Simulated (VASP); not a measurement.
Li2BrCl, 4 atoms in the cell. The structure is trigonal, space group R-3m (No. 166). Conventional cell: a = 3.736 Å, b = 3.736 Å, c = 18.283 Å, α = 90.00°, β = 90.00°, γ = 120.00°. Cl (site symmetry -3m) has 6 Li at 2.60 Å within 3.4 Å. Within 3.5 Å of Br (site symmetry -3m) lie 6 Li at 2.69 Å. Within 3.4 Å of Li (site symmetry 3m) lie 3 Cl at 2.60 Å and 3 Br at 2.69 Å.  This cell differs from its parent crystal: volume changed by -3%.

```yaml
Program: VASP 6.6.1
Task: single point
Functional: PBE
Potentials_or_basis: VASP PAW PBE potentials, release 64 (Cl, Br, Li_sv)
Cutoff: 520 eV
k_mesh: 6 × 6 × 6
Occupations: gaussian, width 0.01 eV
Spin: no spin polarisation
Dipole_correction: no
Further_INCAR_settings: ALGO = Normal; EDIFF = 1e-06; NBANDS = 18
```

Potentials or basis: VASP PAW PBE potentials, release 64 (Cl, Br, Li_sv).

Launch:

```console
$ cat potpaw_PBE.64/Cl/POTCAR potpaw_PBE.64/Br/POTCAR potpaw_PBE.64/Li_sv/POTCAR > POTCAR
$ mpirun -np 1 vasp_std > vasp.out
```

Hardware: 1 thread of Intel(R) Xeon(R) 6975P-C (Granite Rapids), on a shared host.

Problem. Estimate the wall time of this run.

Solution. Run time: 52 s on 1 thread of Intel(R) Xeon(R) 6975P-C (Granite Rapids), on a shared host, peak memory 0.33 GiB. Counts: scf iterations 12, k points 32.
